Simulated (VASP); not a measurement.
# Sn (I4/mmm) in VASP: further runs

Runs on Sn. Level: PBEsol+D3(BJ). Tasks: single point.

Everything below comes from runs of VASP 6.6.1. Logs are shortened: lines on timing, memory, paths and dates and some standing lists are left out, and cuts for length are marked.

## (1) The cell of the first run

The structure is tetragonal, space group I4/mmm (No. 139). Conventional cell: a = 3.789 Å, b = 3.789 Å, c = 3.505 Å, α = 90.00°, β = 90.00°, γ = 90.00°. Within 4.2 Å of Sn (site symmetry 4/mmm) lie 14 Sn at 3.20 to 3.79 Å.

## (2) Single point, PBEsol+D3(BJ) (strain -0.0750 x Voigt [0, 0, 1, 0, 0, 0])

INCAR

```
  ALGO = Fast
  EDIFF = 1E-6
  ENCUT = 520
  GGA = PS
  ISIF = 2
  ISMEAR = 0
  IVDW = 12
  LASPH = True
  LCHARG = True
  LELF = True
  LREAL = False
  LVHAR = True
  LWAVE = False
  NBANDS = 13
  NELM = 80
  PREC = Accurate
  SIGMA = 0.15
```

KPOINTS

```
k-points
0
Gamma
  18 18 18
```

POSCAR

```
Sn
1.0
   -1.8946518192      1.8946518192      1.7525529328
    1.8946518192     -1.8946518192      1.7525529328
    1.8946518192      1.8946518192     -1.7525529328
Sn
1
Direct
    0.0000000000      0.0000000000      0.0000000000
```

Potentials or basis: VASP PAW PBE potentials, release 64 (Sn_d).

Command:

```bash
$ cat potpaw_PBE.64/Sn_d/POTCAR > POTCAR
$ mpirun -np 1 vasp_std > vasp.out
```

OUTCAR:

```text
EDIFF = 1E-6
   ENCUT = 520
   GGA = PS
   ISIF = 2
   ISMEAR = 0
   IVDW = 12
   LASPH = True
   LREAL = False
   NELM = 80
   PREC = Accurate
 IVDW          = 12

 ion  position               nearest neighbor table
   1  0.000  0.000  0.000-

  LATTYP: Found a body centered tetragonal cell.
 ALAT       =     3.7893036384
 C/A-ratio  =     0.9250000000

  Lattice vectors:

 A1 = (  -1.8946518192,   1.8946518192,   1.7525529328)
 A2 = (   1.8946518192,  -1.8946518192,   1.7525529328)
 A3 = (   1.8946518192,   1.8946518192,  -1.7525529328)

Analysis of symmetry for initial positions (statically):
=====================================================================
 Subroutine PRICEL returns:
 Original cell was already a primitive cell.

 Routine SETGRP: Setting up the symmetry group for a
 body centered tetragonal supercell.

 Subroutine GETGRP returns: Found 16 space group operations
 (whereof 16 operations were pure point group operations)
 out of a pool of 16 trial point group operations.

The static configuration has the point symmetry D_4h.

Analysis of symmetry for dynamics (positions and initial velocities):
=====================================================================
 Subroutine PRICEL returns:
 Original cell was already a primitive cell.

 Routine SETGRP: Setting up the symmetry group for a
 body centered tetragonal supercell.

 Subroutine GETGRP returns: Found 16 space group operations
 (whereof 16 operations were pure point group operations)
 out of a pool of 16 trial point group operations.

The dynamic configuration has the point symmetry D_4h.

 Subroutine INISYM returns: Found 16 space group operations
 (whereof 16 operations are pure point group operations),
 and found     1 'primitive' translations

----------------------------------------------------------------------------------------

                                     Primitive cell

  volume of cell :      25.1646

  direct lattice vectors                    reciprocal lattice vectors
    -1.894651819  1.894651819  1.752552933     0.000000000  0.263900731  0.285298088
     1.894651819 -1.894651819  1.752552933     0.263900731  0.000000000  0.285298088
     1.894651819  1.894651819 -1.752552933     0.263900731  0.263900731  0.000000000

  length of vectors
     3.201695303  3.201695303  3.201695303     0.388636841  0.388636841  0.373211993

  position of ions in fractional coordinates (direct lattice)
     0.000000000  0.000000000  0.000000000

  ion indices of the primitive-cell ions
   primitive index   ion index
                 1           1

----------------------------------------------------------------------------------------

 KPOINTS: k-points

Automatic generation of k-mesh.
 Grid dimensions read from file:
 generate k-points for:   18   18   18

 Generating k-lattice:

  Cartesian coordinates                     Fractional coordinates (reciprocal lattice)
     0.000000000  0.014661152  0.015849894     0.055555556  0.000000000 -0.000000000
     0.014661152  0.000000000  0.015849894     0.000000000  0.055555556 -0.000000000
     0.014661152  0.014661152  0.000000000     0.000000000  0.000000000  0.055555556

  Length of vectors
     0.021590936  0.021590936  0.020734000

  Shift w.r.t. Gamma in fractional coordinates (k-lattice)
     0.000000000  0.000000000  0.000000000

 Subroutine IBZKPT returns following result:
 ===========================================

 Found    480 irreducible k-points:

 Following reciprocal coordinates:
            Coordinates               Weight
  0.000000  0.000000  0.000000      1.000000
  0.055556  0.000000 -0.000000      8.000000
  0.111111  0.000000 -0.000000      8.000000
  0.166667 -0.000000  0.000000      8.000000
  0.222222  0.000000 -0.000000      8.000000
  0.277778  0.000000  0.000000      8.000000
[... 16 lines left out ...]
 -0.277778  0.055556  0.000000     16.000000
 -0.222222  0.055556  0.000000     16.000000
 [... further k-points ...]
   k-points           NKPTS =    480   k-points in BZ     NKDIM =    480   number of bands    NBANDS=     13
   number of dos      NEDOS =    301   number of ions     NIONS =      1
   total plane-waves  NPLWV =  13824
   dimension x,y,z NGX =    24 NGY =   24 NGZ =   24
   dimension x,y,z NGXF=    48 NGYF=   48 NGZF=   48
   ions per type =               1
   NGX,Y,Z   is equivalent  to a cutoff of  12.46, 12.46, 12.46 a.u.
   NGXF,Y,Z  is equivalent  to a cutoff of  24.92, 24.92, 24.92 a.u.
 SYSTEM =  unknown system
   PREC   = accura    normal or accurate (medium, high low for compatibility)
   ISTART =      0    job   : 0-new  1-cont  2-samecut
   ICHARG =      2    charge: 1-file 2-atom 10-const
   ISPIN  =      1    spin polarized calculation?
   LNONCOLLINEAR =      F non collinear calculations
   LSORBIT =      F    spin-orbit coupling
   LASPH  =      T    aspherical Exc in radial PAW
   ENCUT  =  520.0 eV  38.22 Ry    6.18 a.u.   5.95  5.95  5.95*2*pi/ulx,y,z
   NELM   =     80;   NELMIN=  2; NELMDL= -5     # of ELM steps
   EDIFF  = 0.1E-05   stopping-criterion for ELM
   LREAL  =      F    real-space projection
   EDIFFG = 0.1E-04   stopping-criterion for IOM
   NSW    =      0    number of steps for IOM
   IBRION =     -1    ionic relax: 0-MD 1-quasi-New 2-CG
   NFREE  =      0    steps in history (QN), initial steepest desc. (CG)
   ISIF   =      2    stress and relaxation
   ISYM   =      2    0-nonsym 1-usesym 2-fastsym
   POTIM  = 0.5000    time-step for ionic-motion
   TEBEG  =    0.0;   TEEND  =   0.0 temperature during run
   PSTRESS=    0.0 pullay stress
   NELECT =      14.0000    total number of electrons
   NUPDOWN=      -1.0000    fix difference up-down
   EMIN   =  10.00;   EMAX   =-10.00  energy-range for DOS
   EFERMI =   0.00;   METHOD = LEGACY
   ISMEAR =     0;   SIGMA  =   0.15  broadening in eV -4-tet -1-fermi 0-gaus
   EFERMI_NEDOS =   21; number of points for ismear=-14 and -15
   IALGO  =     68    algorithm
   IMIX   =      4    mixing-type and parameters
     AMIX     =   0.40;   BMIX     =  1.00
     AMIX_MAG =   1.60;   BMIX_MAG =  1.00
  volume/ion in A,a.u.               =      25.16       169.82
  Fermi-wavevector in a.u.,A,eV,Ry     =   1.346442  2.544406 24.666070  1.812905
  Thomas-Fermi vector in A             =   2.474273
   LORBIT       =      0    0 simple, 1 ext, 2 COOP (PROOUT), +10 PAW based schemes
   GGA     = PS    functional components
   LHFCALC =     F    Hartree Fock is set to
   AEXX    =    0.0000 exact exchange contribution
   IVDW    =    12    specifies the selected vdW correction
   LEPSILON=     F    determine dielectric tensor
   LRPA    =     F    only Hartree local field effects (RPA)
 non-spin polarized calculation
 RMM-DIIS sequential band-by-band and
 Gauss-broadening in eV      SIGMA  =   0.15
  energy-cutoff  :      520.00
  volume of cell :       25.16
 maximum number of plane-waves:       697
   NGX = 11   NGY = 11   NGZ = 11

 number of electron      14.0000005 magnetization

 Free energy of the ion-electron system (eV)
  ---------------------------------------------------
  ext. energy  EPLUGINS =         0.00000000
  ---------------------------------------------------
  free energy    TOTEN  =        -4.23070133 eV

  energy without entropy =       -4.22451866  energy(sigma->0) =       -4.22760999

 E-fermi :   8.9147     XC(G=0): -10.8711

 val. band max:        8.9065623667   @ k =  -0.2778  -0.3333   0.2778
 cond. band min:       8.9151959035   @ k =   0.2778   0.2222   0.0000
 fundamental gap:      0.0086335369
 Fermi energy:         8.9147006212

 k-point     1 :       0.0000    0.0000    0.0000
  band No.  band energies     occupation
      1     -12.6213      2.00000
      2     -12.5895      2.00000
      3     -12.5895      2.00000
      4     -12.4596      2.00000
      5     -12.4071      2.00000
      6      -2.7918      2.00000
      7      17.2392      0.00000
      8      17.2392      0.00000
      9      18.0428      0.00000
     10      21.0535      0.00000
     11      21.0535      0.00000
     12      21.1624      0.00000
     13      21.9727      0.00000

 k-point     2 :       0.0556    0.0000   -0.0000
  band No.  band energies     occupation
      1     -12.6183      2.00000
      2     -12.5876      2.00000
      3     -12.5862      2.00000
      4     -12.4590      2.00000
      5     -12.4091      2.00000
      6      -2.7179      2.00000
      7      16.8875      0.00000
      8      16.9139      0.00000
      9      17.6301      0.00000
     10      20.3815      0.00000
     11      20.4836      0.00000
     12      21.5599      0.00000
     13      21.6908      0.00000

 k-point     3 :       0.1111    0.0000   -0.0000
  band No.  band energies     occupation
      1     -12.6172      2.00000
      2     -12.5825      2.00000
      3     -12.5689      2.00000
      4     -12.4569      2.00000
      5     -12.4145      2.00000
      6      -2.4956      2.00000
      7      15.5974      0.00000
      8      16.1814      0.00000
      9      16.9449      0.00000
     10      19.5325      0.00000
     11      19.7131      0.00000
     12      21.3448      0.00000
     13      22.6698      0.00000
[... 305 lines left out ...]
 k-point    23 :      -0.2778    0.0556    0.0000
  band No.  band energies     occupation
      1     -12.6348      2.00000
      2     -12.5729      2.00000
      3     -12.4630      2.00000
      4     -12.4501      2.00000
      5     -12.4301      2.00000
      6      -1.2605      2.00000
      7      10.9469      0.00000
      8      13.5531      0.00000
      9      15.1955      0.00000
     10      18.0351      0.00000
     11      19.1656      0.00000
     12      22.2977      0.00000
     13      24.4809      0.00000

 k-point    24 :      -0.2222    0.0556    0.0000
  band No.  band energies     occupation
      1     -12.6242      2.00000
      2     -12.5761      2.00000
      3     -12.5068      2.00000
      4     -12.4586      2.00000
      5     -12.4236      2.00000
      6      -1.8505      2.00000
      7      12.7998      0.00000
      8      14.3271      0.00000
      9      15.8341      0.00000
     10      18.5483      0.00000
     11      19.6622      0.00000
     12      21.7770      0.00000
     13      24.1955      0.00000

 [... further k-points ...]

------------------------ aborting loop because EDIFF is reached ----------------------------------------

 Edisp (eV)   -0.42199

 E8    (eV) :    -0.2977

  FORCE on cell =-STRESS in cart. coord.  units (eV):
  Direction    XX          YY          ZZ          XY          YZ          ZX
  --------------------------------------------------------------------------------------
  -------------------------------------------------------------------------------------
  Total      -0.02777    -0.02777    -0.12087     0.00000     0.00000     0.00000
  in kB      -1.76786    -1.76786    -7.69538     0.00000     0.00000     0.00000
  external pressure =       -3.74 kB  Pullay stress =        0.00 kB

 VOLUME and BASIS-vectors are now :
 -----------------------------------------------------------------------------
  energy-cutoff  :      520.00
  volume of cell :       25.16
      direct lattice vectors                 reciprocal lattice vectors
    -1.894651819  1.894651819  1.752552933     0.000000000  0.263900731  0.285298088
     1.894651819 -1.894651819  1.752552933     0.263900731  0.000000000  0.285298088
     1.894651819  1.894651819 -1.752552933     0.263900731  0.263900731  0.000000000

 POSITION                                       TOTAL-FORCE (eV/Angst)
 -----------------------------------------------------------------------------------
      0.00000      0.00000      0.00000         0.000000      0.000000      0.000000
 -----------------------------------------------------------------------------------
    total drift:                               -0.000000      0.000000      0.000000

  FREE ENERGIE OF THE ION-ELECTRON SYSTEM (eV)
  ---------------------------------------------------
  free  energy   TOTEN  =        -4.6526914873 eV

  energy  without entropy=       -4.6465088170  energy(sigma->0) =       -4.64960015
```

It took 2.9 min on 1 thread of Intel Xeon 8259CL, shared host; peak memory 0.26 GiB.

Results:

- Free energy: -4.6527 eV
- Pressure: -0.4 GPa
- Band gap on the k mesh: zero (bands 7 and 8 overlap by 10.95 eV)
- Dispersion energy per atom: -0.422 eV

Stress tensor (GPa, compression positive):
```
-0.18  0.00  0.00
 0.00 -0.18  0.00
 0.00  0.00 -0.77
```

Caveat: the cell differs from its parent crystal (strain -0.0750 x Voigt [0, 0, 1, 0, 0, 0]); the PAW data sets were made with another functional, which shifts forces and pressure a little; spin-orbit coupling is left out, which moves the levels of the heavy elements.

## (3) Single point, PBEsol+D3(BJ) (strain +0.0750 x Voigt [0, 0, 1, 0, 0, 0])

INCAR

```
PREC = Accurate ; ENCUT = 520
EDIFF = 1E-6 ; ISMEAR = 0
SIGMA = 0.15 ; LREAL = F
LASPH = T ; NELM = 100
ALGO = Fast ; ISIF = 2
LWAVE = F ; LCHARG = F
GGA = PS ; IVDW = 12
NBANDS = 13
```

KPOINTS

```
regular mesh
0
Gamma
  18 18 18
```

POSCAR

```
Sn
1.0
   -1.8946518192      1.8946518192      2.0367507056
    1.8946518192     -1.8946518192      2.0367507056
    1.8946518192      1.8946518192     -2.0367507056
Sn
1
Direct
    0.0000000000      0.0000000000      0.0000000000
```

Potentials or basis: VASP PAW PBE potentials, release 64 (Sn_d).

Command:

```bash
$ cat potpaw_PBE.64/Sn_d/POTCAR > POTCAR
$ mpirun -np 1 vasp_std > vasp.out
```

Run time: 4.8 min. Hardware: 1 thread of Intel Xeon 8259CL, shared host; peak memory 0.3 GiB.

The run converged. Its results:

```yaml
Free_energy: -4.5472 eV
Pressure: -6.8 GPa
Band_gap_on_the_k_mesh: zero (bands 7 and 8 overlap by 9.28 eV)
Dispersion_energy_per_atom: -0.360 eV
```

Stress tensor (GPa, compression positive):
```
-7.02  0.00  0.00
 0.00 -7.02  0.00
 0.00  0.00 -6.38
```

Levels at points of the mesh, in eV from the Fermi level:
```
           k point  band 4  band 5  band 6  band 7  band 8  band 9  band 10  band 11
(0.00, 0.00, 0.00)  -21.34  -21.31  -10.61    7.09    7.33    7.33    11.41    11.82
(0.50, 0.00, 0.00)  -21.32  -21.26   -6.50   -4.14    3.64    5.51     7.90     8.40
(0.50, 0.50, 0.00)  -21.31  -21.25   -6.09   -3.95    2.86    4.39     6.90     7.32
(0.50, 0.50, 0.50)  -21.27  -21.27   -3.04   -1.20    0.02    0.02     3.69     4.17
```

Caveat: the cell differs from its parent crystal (strain +0.0750 x Voigt [0, 0, 1, 0, 0, 0]); the cell stands under tension; the PAW data sets were made with another functional, which shifts forces and pressure a little; spin-orbit coupling is left out, which moves the levels of the heavy elements.

(Part 1 of 2 ends here.)
